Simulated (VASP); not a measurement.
Runs of VASP 6.6.1 on MgS. The structure is that of space group Fm-3m (No. 225), or close to it. The cells are those of the table. 

| cell | gap on the mesh (eV) | pressure (GPa) |
| --- | --- | --- |
| a = 3.459, b = 3.459, c = 3.385 Å, angles 60.7, 60.7, 58.6°, 2 atoms | 3.66 | 25.1 |
| a = 3.901, b = 3.901, c = 3.826 Å, angles 60.6, 60.6, 58.7°, 2 atoms | 2.94 | -9.3 |
| a = 3.606, b = 3.606, c = 3.532 Å, angles 60.7, 60.7, 58.6°, 2 atoms | 3.43 | 7.5 |
| a = 3.385 Å, angles 60.0°, 2 atoms | 3.93 | (b) |
| a = 3.532 Å, angles 60.0°, 2 atoms | 3.69 | (a) |
| a = 3.974 Å, angles 60.0°, 2 atoms | 2.89 | -11.8 |
| a = 3.826 Å, angles 60.0°, 2 atoms | 3.17 | -7.8 |
| a = 3.754, b = 3.754, c = 3.679 Å, angles 60.7, 60.7, 58.7°, 2 atoms | 3.19 | -3.1 |

Alike in all rows: task single point; level r2SCAN; potentials or basis VASP PAW PBE potentials, release 64 (Mg, S); no spin polarisation; k mesh 8 × 8 × 8; cutoff (eV) 520; smearing gaussian 0.05 eV.

**Question.** Estimate the missing entries.

**Answer.** (a) 12.0; (b) 32.4.

Caveats: the PAW data sets were made with another functional, which shifts forces and pressure a little.

A k mesh can miss the band edges.
